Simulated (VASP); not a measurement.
Input of a VASP 6.6.1 run:

File INCAR:

```
PREC = Accurate ; ENCUT = 520
EDIFF = 1E-7 ; ISMEAR = -1
SIGMA = 0.05 ; LREAL = Auto
LASPH = T ; NELM = 150
ALGO = Normal ; ISIF = 2
LWAVE = F ; LCHARG = F
ISPIN = 2 ; MAGMOM = 0 0 0 0 0 0 0.091 0.091 0 0 0 0 0 0 0 0 0 0 0 0.091 0 0 0 0.091 0 0 0 0 0 0.091 0 0.091 0.091 0 0 0 0 0 0 0 0.091 0 0.091 0 0 0 0 0 0 0 0 0 0.091 0 0 0 0 0 0 0 0 0 0.091 0 0
LORBIT = 11 ; GGA = PS
NELECT = 257.0 ; ISYM = 0
NBANDS = 172
```

The input KPOINTS:

```
Automatic mesh
0
Gamma
  1 1 1
  0.25 0.25 0.25
```

File POSCAR:

```
B33N32
1.0
    7.2115910000      0.0000000000      0.0000000000
    0.0000000000      7.2115910000      0.0000000000
    0.0000000000      0.0000000000      7.2115910000
B N
33 32
Direct
    0.0013790000      0.9997850000      0.0015490000
    0.0012670000      0.9996520000      0.4998820000
    0.9994760000      0.4998600000      0.0034100000
    0.9981500000      0.4991650000      0.4987340000
    0.5011400000      0.0020050000      0.0036640000
    0.5018090000      0.0030740000      0.4989130000
    0.5066100000      0.4947190000      0.0094030000
    0.5021070000      0.4981580000      0.4729880000
    0.2516220000      0.2483350000      0.0021480000
    0.2465310000      0.2471400000      0.4958900000
    0.2469370000      0.7541960000      0.0028830000
    0.2512980000      0.7498760000      0.5006880000
    0.7541160000      0.2468530000      0.0035290000
    0.7527150000      0.2483060000      0.5010160000
    0.7529820000      0.7496140000      0.0023500000
    0.7534760000      0.7541960000      0.4963600000
    0.2504930000      0.9996650000      0.2506740000
    0.2494600000      0.0030820000      0.7512410000
    0.2493950000      0.4991900000      0.2475230000
    0.2236240000      0.4978100000      0.7512330000
    0.7521410000      0.9997920000      0.2507870000
    0.7542150000      0.0019990000      0.7505610000
    0.7540430000      0.4998800000      0.2488710000
    0.7600290000      0.4946650000      0.7559690000
    0.0012380000      0.2488320000      0.2506240000
    0.9993610000      0.2469270000      0.7504340000
    0.0014390000      0.7504340000      0.2508080000
    0.9982640000      0.7516240000      0.7513250000
    0.5010410000      0.2469760000      0.2487260000
    0.5065940000      0.2410910000      0.7560620000
    0.5019630000      0.7516860000      0.2476570000
    0.5028910000      0.7783530000      0.7525230000
    0.4496020000      0.5526060000      0.6989430000
    0.1268210000      0.1247610000      0.1263170000
    0.1264690000      0.1262210000      0.6259220000
    0.1265930000      0.6252540000      0.1248220000
    0.1209530000      0.6259550000      0.6251720000
    0.6271500000      0.1242020000      0.1270350000
    0.6280740000      0.1246730000      0.6260930000
    0.6281900000      0.6251510000      0.1265760000
    0.6313520000      0.6206750000      0.6303550000
    0.3767080000      0.3736840000      0.1265340000
    0.3807230000      0.3704630000      0.6303580000
    0.3766160000      0.8751630000      0.1248810000
    0.3757900000      0.8811190000      0.6252200000
    0.8775970000      0.3746230000      0.1269870000
    0.8771760000      0.3736280000      0.6260770000
    0.8770290000      0.8748850000      0.1264120000
    0.8754710000      0.8751310000      0.6260130000
    0.3765240000      0.1262220000      0.3758740000
    0.3766560000      0.1246380000      0.8775500000
    0.3758120000      0.6260190000      0.3703340000
    0.3811230000      0.6208240000      0.8807190000
    0.8769070000      0.1247420000      0.3762190000
    0.8776330000      0.1241900000      0.8765630000
    0.8754330000      0.6252610000      0.3759690000
    0.8771400000      0.6251310000      0.8775210000
    0.1263860000      0.3761210000      0.3757580000
    0.1229580000      0.3730220000      0.8780640000
    0.1271170000      0.8746820000      0.3765040000
    0.1265170000      0.8752980000      0.8749300000
    0.6286180000      0.3730210000      0.3723650000
    0.6299250000      0.3717970000      0.8793230000
    0.6255290000      0.8753010000      0.3759370000
    0.6289440000      0.8790810000      0.8783050000
```

Potentials or basis: VASP PAW PBE potentials, release 64 (B, N).

Run with:

```console
$ cat potpaw_PBE.64/B/POTCAR potpaw_PBE.64/N/POTCAR > POTCAR
$ mpirun -np 1 vasp_std > vasp.out
```

Question: Predict the site moments.

Answer: B +0.00, +0.02, +0.01, +0.38 (each value once); N -0.00, +0.00, +0.01, +0.02 (each value once) μB.

Question: Estimate the largest force.

Answer: 0.140 eV/Å.

Forces in eV/Å, atoms in the order of the input:
```
B    0.062  0.037  0.057
B    0.060  0.041  0.069
B    0.051  0.074  0.054
B    0.044  0.069  0.068
B    0.076  0.009  0.043
B    0.074  0.040  0.042
B    0.060  0.059  0.070
B    0.045  0.032  0.051
B    0.052  0.070  0.058
B    0.058  0.086  0.064
B    0.068  0.051  0.036
B    0.044  0.066  0.046
B    0.070  0.096  0.066
B    0.060  0.075  0.054
B    0.040  0.044  0.043
B    0.042  0.051  0.063
B    0.067  0.041  0.062
B    0.047  0.035  0.070
B    0.065  0.069  0.049
B    0.050  0.053  0.058
B    0.059  0.034  0.061
B    0.050  0.009  0.072
B    0.052  0.070  0.051
B    0.069  0.052  0.055
B    0.060  0.070  0.063
B    0.058  0.086  0.086
B    0.050  0.076  0.054
B    0.049  0.055  0.054
B    0.083  0.083  0.068
B    0.027  0.080  0.030
B    0.052  0.053  0.046
B    0.011 -0.042  0.002
B   -0.040 -0.008 -0.032
N   -0.050 -0.058 -0.053
N   -0.048 -0.053 -0.079
N   -0.059 -0.077 -0.052
N   -0.087 -0.057 -0.090
N   -0.058 -0.063 -0.052
N   -0.054 -0.057 -0.060
N   -0.067 -0.070 -0.051
N    0.042  0.022 -0.006
N   -0.072 -0.060 -0.058
N   -0.019 -0.046 -0.035
N   -0.078 -0.050 -0.061
N   -0.048 -0.049 -0.045
N   -0.063 -0.084 -0.060
N   -0.062 -0.058 -0.070
N   -0.050 -0.043 -0.048
N   -0.061 -0.043 -0.078
N   -0.075 -0.049 -0.051
N   -0.056 -0.053 -0.060
N   -0.090 -0.058 -0.090
N   -0.015  0.015  0.041
N   -0.054 -0.055 -0.051
N   -0.054 -0.062 -0.061
N   -0.048 -0.078 -0.057
N   -0.042 -0.072 -0.058
N   -0.055 -0.062 -0.057
N   -0.061 -0.067 -0.063
N   -0.059 -0.073 -0.058
N   -0.061 -0.048 -0.055
N   -0.054 -0.064 -0.063
N   -0.031 -0.067 -0.031
N   -0.054 -0.042 -0.059
N   -0.072 -0.035 -0.061
```

Caveat: the cell carries a net charge on a neutralising background, which shifts energy and pressure; the PAW data sets were made with another functional, which shifts forces and pressure a little.
